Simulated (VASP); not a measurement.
Write the native input for VASP 6.6.1 that does the following.

```
Task                   : single point
Functional             : PBE
Potentials or basis    : VASP PAW PBE potentials, release 64 (Na_pv, Li_sv)
Cutoff                 : 520 eV
k mesh                 : 8 × 8 × 8
Occupations            : gaussian, width 0.1 eV
Spin                   : no spin polarisation
Dipole correction      : no
Further INCAR settings : ALGO = Fast; EDIFF = 1e-07; NBANDS = 22
```

The structure of NaLi2 lies in POSCAR:

```
NaLi2
1.0
    0.0000000000      4.2901394307      4.2901394307
    4.2901394307      0.0000000000      4.2901394307
    4.2901394307      4.2901394307      0.0000000000
Na Li
2 4
Direct
    0.5000000000      0.5000000000      0.5000000000
    0.7500000000      0.7500000000      0.7500000000
    0.1250000000      0.1250000000      0.1250000000
    0.6250000000      0.1250000000      0.1250000000
    0.1250000000      0.1250000000      0.6250000000
    0.1250000000      0.6250000000      0.1250000000
```

These files were run (other wordings do the same):

INCAR

```
PREC = Accurate
ENCUT = 520
EDIFF = 1E-7
ISMEAR = 0
SIGMA = 0.1
LREAL = False
LASPH = True
NELM = 100
ALGO = Fast
ISIF = 2
LWAVE = False
LCHARG = True
GGA = PE
LELF = True
LVHAR = True
NBANDS = 22
```

KPOINTS

```
Automatic mesh
0
Gamma
  8 8 8
```

Potentials or basis: VASP PAW PBE potentials, release 64 (Na_pv, Li_sv).

Launch:

```bash
$ cat potpaw_PBE.64/Na_pv/POTCAR potpaw_PBE.64/Li_sv/POTCAR > POTCAR
$ mpirun -np 1 vasp_std > vasp.out
```

Results of the run:

```json
{
  "Band gap on the k mesh": "zero (band 13 reaches 1.48 eV, above the bottom of band 14 at -0.76 eV)"
}
```

It took 5.4 min on 1 thread of Intel(R) Xeon(R) Platinum 8559C (Emerald Rapids), on a shared host, peak memory 0.34 GiB.
